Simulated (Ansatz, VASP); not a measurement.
Two plane-wave programs on WS2

The input INCAR:

```
PREC = Accurate
ENCUT = 520
EDIFF = 1E-7
ISMEAR = 0
SIGMA = 0.02
LREAL = False
LASPH = True
NELM = 60
ALGO = Normal
ISIF = 2
LWAVE = False
LCHARG = False
GGA = PS
NBANDS = 49
```

KPOINTS

```
Automatic mesh
0
Gamma
  12 12 2
```

The input POSCAR:

```
WS2
1.0
    3.1472785917      0.0000000000      0.0000000000
   -1.5736392959      2.7256232132      0.0000000000
    0.0000000000      0.0000000000     19.1549487067
W S
3 6
Direct
    0.6666666667      0.3333333333      0.3326615697
    0.3333333333      0.6666666667      0.6659949031
    0.0000000000      0.0000000000      0.9993282364
    0.3333333333      0.6666666667      0.2508537502
    0.6666666667      0.3333333333      0.0811180134
    0.0000000000      0.0000000000      0.5841870836
    0.3333333333      0.6666666667      0.4144513467
    0.6666666667      0.3333333333      0.9175204169
    0.0000000000      0.0000000000      0.7477846800
```

Input for Ansatz:

```yaml
crystal:
  lattice:
    - [3.1472785915, 0.0, 0.0]
    - [-1.5736392957, 2.725623213, 0.0]
    - [0.0, 0.0, 19.1549488428]
  atoms:
    - { symbol: W, position: [0.6666666667, 0.3333333333, 0.3326615702] }
    - { symbol: W, position: [0.3333333333, 0.6666666667, 0.6659949035] }
    - { symbol: W, position: [0.0, 0.0, 0.9993282369] }
    - { symbol: S, position: [0.3333333333, 0.6666666667, 0.2508537506] }
    - { symbol: S, position: [0.6666666667, 0.3333333333, 0.0811180125] }
    - { symbol: S, position: [0.0, 0.0, 0.584187084] }
    - { symbol: S, position: [0.3333333333, 0.6666666667, 0.4144513458] }
    - { symbol: S, position: [0.6666666667, 0.3333333333, 0.9175204173] }
    - { symbol: S, position: [0.0, 0.0, 0.7477846792] }
basis:
  ecutwfc: 420
kpoints:
  mp_grid: { grid: [12, 12, 2] }
hamiltonian:
  xc: pbesol
scf:
  occupations: { method: gaussian, width: 0.02 }
output:
  forces: true
  stress: true
  eigenvalues: true
  write_density: true
  write_potential: true
  elf: true
  volumetric_format: npy
```

Alike in both runs: task single point; functional PBEsol; k mesh 12 × 12 × 2; occupations gaussian, width 0.02 eV; no spin polarisation.

|  | VASP | Ansatz |
| --- | --- | --- |
| version | VASP 6.6.1 | Ansatz 0.2.0 |
| potentials or method | VASP PAW PBE potentials, release 64 (W_sv, S), cutoff 520 eV | scalar-relativistic, plane waves, PAW |
| valence electrons in the cell | 78 | 78 |

Ansatz gave:

| Quantity | Value |
| --- | --- |
| gap on the k mesh at the Fermi level (eV) | 1.16 |
| least direct gap on the mesh (eV) | 1.93 |
| pressure (GPa) | 0.0 |
| rms of the force components (eV/Å) | 0.000 |

**Question.** Which values does VASP return?

**Answer.** gap on the k mesh at the Fermi level (eV): 1.17; least direct gap on the mesh (eV): 1.94; pressure (GPa): 0.1; rms of the force components (eV/Å): 0.010.

VASP's potentials were made for PBE, not for PBEsol. Atom by atom the forces differ by 0.010 eV/Å (rms over components). The functional is the same, so the differences come from potentials, cutoffs and numerics.

Spin-orbit coupling is off throughout.
